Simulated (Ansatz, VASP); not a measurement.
**BiTe in VASP and in Ansatz**

File INCAR:

```
SYSTEM = BiTe
  ALGO = Normal
  EDIFF = 1E-6
  ENCUT = 520
  GGA = PE
  ISIF = 2
  ISMEAR = 0
  LASPH = .True.
  LCHARG = .False.
  LREAL = .False.
  LWAVE = .False.
  NBANDS = 18
  NELM = 60
  PREC = Accurate
  SIGMA = 0.15
```

Contents of KPOINTS:

```
k-points
0
Gamma
  16 16 16
  0 0 0
```

The input POSCAR:

```
BiTe
1.0
    0.0000000000      3.3487299857      3.3487299857
    3.3487299857      0.0000000000      3.3487299857
    3.3487299857      3.3487299857      0.0000000000
Bi Te
1 1
Direct
    0.0000000000      0.0000000000      0.0000000000
    0.5000000000      0.5000000000      0.5000000000
```

Input for Ansatz:

```yaml
crystal:
  lattice:
    - [0.0, 3.3487299857, 3.3487299857]
    - [3.3487299857, 0.0, 3.3487299857]
    - [3.3487299857, 3.3487299857, 0.0]
  atoms:
    - { symbol: Bi, position: [0.0, 0.0, 0.0] }
    - { symbol: Te, position: [0.5, 0.5, 0.5] }
basis:
  ecutwfc: 420
kpoints:
  mp_grid: { grid: [16, 16, 16] }
hamiltonian:
  xc: pbe
scf:
  occupations: { method: gaussian, width: 0.15 }
output:
  forces: true
  stress: true
  eigenvalues: true
```

Change from the starting cell: strain +0.030 along x and y, +0.030 along z, atoms carried along.

Alike in both runs: task single point; functional PBE; k mesh 16 × 16 × 16; occupations gaussian, width 0.15 eV; no spin polarisation.

|  | VASP | Ansatz |
| --- | --- | --- |
| version | VASP 6.6.1 | Ansatz 0.2.0 |
| potentials or method | VASP PAW PBE potentials, release 64 (Bi_d, Te), cutoff 520 eV | scalar-relativistic, plane waves, PAW |
| valence electrons in the cell | 21 | 31 |

|  | VASP | Ansatz | Ansatz less VASP |
| --- | --- | --- | --- |
| gap on the k mesh at the Fermi level (eV) | none | none | - |
| pressure (GPa) | -3.4 | -3.4 | +0.07 |

A gap of «none» marks a metal or a gap that the smearing closes. The functional is the same, so the differences come from potentials, cutoffs and numerics. VASP's potentials hold 21 valence electrons a cell and Ansatz's 31, so a difference there can come from the potentials and not from the codes.

Neither program's run includes spin-orbit coupling.
